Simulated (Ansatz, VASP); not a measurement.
## One calculation of H4C19, two programs

```
C H
1.0
     7.39800    0.00000    0.00000
    -3.69900    6.40686    0.00000
     0.00000    0.00000   13.00000
C H
19 4
Direct
  0.99714 0.99990 0.05593
  0.22189 0.11229 0.05605
  0.99952 0.33462 0.05616
  0.21948 0.44459 0.05601
  0.99849 0.66557 0.05591
  0.22049 0.77656 0.05605
  0.33286 0.00129 0.05606
  0.55285 0.11130 0.05607
  0.33187 0.33225 0.05588
  0.55383 0.44325 0.05556
  0.33049 0.66660 0.05592
  0.55523 0.77896 0.05559
  0.66518 0.99889 0.05595
  0.88716 0.10989 0.05608
  0.66378 0.33322 0.05589
  0.88853 0.44560 0.05603
  0.66622 0.66796 0.05521
  0.88611 0.77790 0.05551
  0.67444 0.66099 0.32065
  0.82259 0.79205 0.29389
  0.54552 0.68085 0.29311
  0.65679 0.51501 0.29012
  0.67286 0.65612 0.40484
```

Alike in both runs: functional PBE; dispersion D3(BJ); k mesh 2 × 2 × 1; occupations gaussian, width 0.02 eV; no spin polarisation.

Ansatz relaxed the structure, and its values are those at the end. VASP's run is a single point on that final structure, the one shown.

```csv
,VASP,Ansatz
version,VASP 6.6.1,Ansatz 0.2.0
potentials or method,"VASP PAW PBE potentials, release 64 (C, H), cutoff 520 eV","scalar-relativistic, plane waves, PAW"
valence electrons in the cell,80,80
```

```tsv
	VASP	Ansatz	Ansatz less VASP
gap on the k mesh at the Fermi level (eV)	0.22	0.22	0.000
rms of the force components (eV/Å)	0.014	0.011	-0.0033
```

Ansatz's warnings: xc potential rough in thin density.

The k mesh is coarse, so the values compare programs but aren't converged.
